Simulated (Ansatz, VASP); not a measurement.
## Sr in VASP and in Ansatz

```
Sr
1.0
     4.19454    0.00000    0.00000
    -2.09727    3.63258    0.00000
     0.00000    0.00000    6.87853
Sr
2
Cartesian
  0.0000 2.4217 1.4966
  2.0973 1.2109 5.3819
```

Change from the starting cell: mode 4 frozen in at +0.000 Å and mode 6 at -0.223 Å (largest displacements).

Alike in both runs: task single point; functional PBEsol; k mesh 12 × 12 × 8; occupations gaussian, width 0.15 eV; no spin polarisation.

```csv
,VASP,Ansatz
version,VASP 6.6.1,Ansatz 0.2.0
potentials or method,"VASP PAW PBE potentials, release 64 (Sr_sv), cutoff 520 eV","scalar-relativistic, plane waves, PAW"
valence electrons in the cell,20,20
```

Ansatz gave:

| Property | Result |
| --- | --- |
| gap on the k mesh at the Fermi level (eV) | none |
| pressure (GPa) | 0.5 |
| traceless stress, the component that is largest in VASP (GPa) | 0.42 |
| rms of the force components (eV/Å) | 0.406 |

Q: Estimate VASP's values.

A: gap on the k mesh at the Fermi level (eV): none; pressure (GPa): 0.5; traceless stress, the component that is largest in VASP (GPa): 0.42; rms of the force components (eV/Å): 0.407.

VASP's potentials were made for PBE, not for PBEsol. Atom by atom the forces differ by 0.001 eV/Å (rms over components). A gap of «none» marks a metal or a gap that the smearing closes. With one functional, cell and mesh, what is left measures potentials, basis and numerics.
